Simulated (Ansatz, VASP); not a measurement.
**MgMnV4O12: VASP beside Ansatz**

INCAR

```
PREC = Accurate ; ENCUT = 520
EDIFF = 1E-8 ; ISMEAR = -1
SIGMA = 0.02 ; LREAL = F
LASPH = T ; NELM = 200
ALGO = Normal ; ISIF = 2
LWAVE = F ; LCHARG = F
ISPIN = 2 ; MAGMOM = 0 5 0 0 0 0 0 0 0 0 0 0 0 0 0 0 0 0
LORBIT = 11 ; LMAXMIX = 4
GGA = PE ; LEFG = T
NBANDS = 88 ; GGA_COMPAT = F
KPAR = 4
```

The input KPOINTS:

```
Automatic mesh
0
Gamma
  3 3 4
```

File POSCAR:

```
MgMnV4O12
1.0
    5.3824362059     -4.3477504115      0.0000000000
    5.3824362059      4.3477504115      0.0000000000
   -2.2314627161      0.0000000000      5.5072290708
Mg Mn V O
1 1 4 12
Direct
    0.2584337100      0.7415662900      0.0000000000
    0.0630879900      0.9369120100      0.5000000000
    0.3969708400      0.1930041000      0.0306597600
    0.2064892500      0.3914551200      0.5408715300
    0.8069959000      0.6030291600      0.9693402400
    0.6085448800      0.7935107500      0.4591284700
    0.2484603200      0.9959074900      0.8907074500
    0.6328269100      0.0882869200      0.0581670400
    0.0291009800      0.2371681200      0.4540992700
    0.3449367300      0.3853108200      0.8511325800
    0.9117130800      0.3671730900      0.9418329600
    0.3624551800      0.3320839000      0.3296949400
    0.6146891800      0.6550632700      0.1488674200
    0.1085729500      0.6461757100      0.6011806900
    0.6679161000      0.6375448200      0.6703050600
    0.0040925100      0.7515396800      0.1092925500
    0.3538242900      0.8914270500      0.3988193100
    0.7628318800      0.9708990200      0.5459007300
```

Input for Ansatz:

```yaml
crystal:
  lattice:
    - [5.3824362059, -4.3477504115, 0.0]
    - [5.3824362059, 4.3477504115, 0.0]
    - [-2.2314627161, 0.0, 5.5072290708]
  atoms:
    - { symbol: Mg, position: [0.25843371, 0.74156629, 0.0] }
    - { symbol: Mn, position: [0.06308799, 0.93691201, 0.5], spin: 5.0 }
    - { symbol: V, position: [0.39697084, 0.1930041, 0.03065976] }
    - { symbol: V, position: [0.20648925, 0.39145512, 0.54087153] }
    - { symbol: V, position: [0.8069959, 0.60302916, 0.96934024] }
    - { symbol: V, position: [0.60854488, 0.79351075, 0.45912847] }
    - { symbol: O, position: [0.24846032, 0.99590749, 0.89070745] }
    - { symbol: O, position: [0.63282691, 0.08828692, 0.05816704] }
    - { symbol: O, position: [0.02910098, 0.23716812, 0.45409927] }
    - { symbol: O, position: [0.34493673, 0.38531082, 0.85113258] }
    - { symbol: O, position: [0.91171308, 0.36717309, 0.94183296] }
    - { symbol: O, position: [0.36245518, 0.3320839, 0.32969494] }
    - { symbol: O, position: [0.61468918, 0.65506327, 0.14886742] }
    - { symbol: O, position: [0.10857295, 0.64617571, 0.60118069] }
    - { symbol: O, position: [0.6679161, 0.63754482, 0.67030506] }
    - { symbol: O, position: [0.00409251, 0.75153968, 0.10929255] }
    - { symbol: O, position: [0.35382429, 0.89142705, 0.39881931] }
    - { symbol: O, position: [0.76283188, 0.97089902, 0.54590073] }
magnetization:
  spin_polarized: true
kpoints:
  mp_grid: { grid: [3, 3, 4] }
scf:
  occupations: { method: fermi_dirac, width: 0.02 }
hamiltonian:
  xc: pbe
  pseudopotentials: { kind: paw }
output:
  forces: true
  stress: true
  populations: true
  efg:
    quadrupole_moments_barn: { Mg: 0.1994, Mn: 0.33, V: -0.052, O: -0.02558 }
    contact_densities: true
```

Alike in both runs: task electric field gradients; functional PBE; k mesh 3 × 3 × 4; occupations fermi-dirac, width 0.02 eV; collinear spin.

|  | VASP | Ansatz |
| --- | --- | --- |
| version | VASP 6.6.1 | Ansatz 0.2.0 |
| potentials or method | VASP PAW PBE potentials, release 64 (Mg, Mn_pv, V_sv, O) | plane-wave PAW, scalar-relativistic |
| plane-wave cutoff (eV) | 520 | 420 |
| valence electrons in the cell | 139 | 149 |

VASP gave:

* gap on the k mesh at the Fermi level (eV): 1.18
* pressure (GPa): -3.8
* traceless stress, the component that is largest in VASP (GPa): -0.31
* rms of the force components (eV/Å): 0.237
* net moment per atom (μB): 0.28
* size of the moment on the site where the two differ most (μB): 4.35
* size of Vzz on the site where it differs most (V/Å²): 36.2

Question: What did Ansatz give for the same quantities?

Answer: gap on the k mesh at the Fermi level (eV): 1.18; pressure (GPa): -4.5; traceless stress, the component that is largest in VASP (GPa): -0.47; rms of the force components (eV/Å): 0.337; net moment per atom (μB): 0.28; size of the moment on the site where the two differ most (μB): 4.00; size of Vzz on the site where it differs most (V/Å²): 38.8.

Site moments also hang on the region over which each program counts them. Atom by atom the forces differ by 0.108 eV/Å (rms over components). The functional is the same, so the differences come from potentials, cutoffs and numerics. VASP's potentials hold 139 valence electrons a cell and Ansatz's 149, so a difference there can come from the potentials and not from the codes.
